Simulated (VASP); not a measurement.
Runs of VASP 6.6.1 on LiCl. The structure is that of space group Fm-3m (No. 225), or close to it. The cells are those of the table. 

```csv
cell,gap on the mesh (eV)
"a = 3.682, b = 3.682, c = 3.627 Å, angles 60.5, 60.5, 59.0°, 2 atoms",6.13
"a = 3.710, b = 3.710, c = 3.627 Å, angles 60.7, 60.7, 58.5°, 2 atoms",6.03
"a = 3.738, b = 3.738, c = 3.627 Å, angles 61.0, 61.0, 58.1°, 2 atoms",5.95
"a = 3.654, b = 3.654, c = 3.627 Å, angles 60.2, 60.2, 59.5°, 2 atoms",(a)
"a = 3.573, b = 3.573, c = 3.627 Å, angles 59.5, 59.5, 61.0°, 2 atoms",(b)
```

Alike in all rows: task single point; level PBE; potentials or basis VASP PAW PBE potentials, release 64 (Li_sv, Cl); no spin polarisation; k mesh 8 × 8 × 8; cutoff (eV) 520; smearing gaussian 0.05 eV.

Task: Estimate the missing entries.

Result: (a) 6.23; (b) 6.49.

A k mesh can miss the band edges.
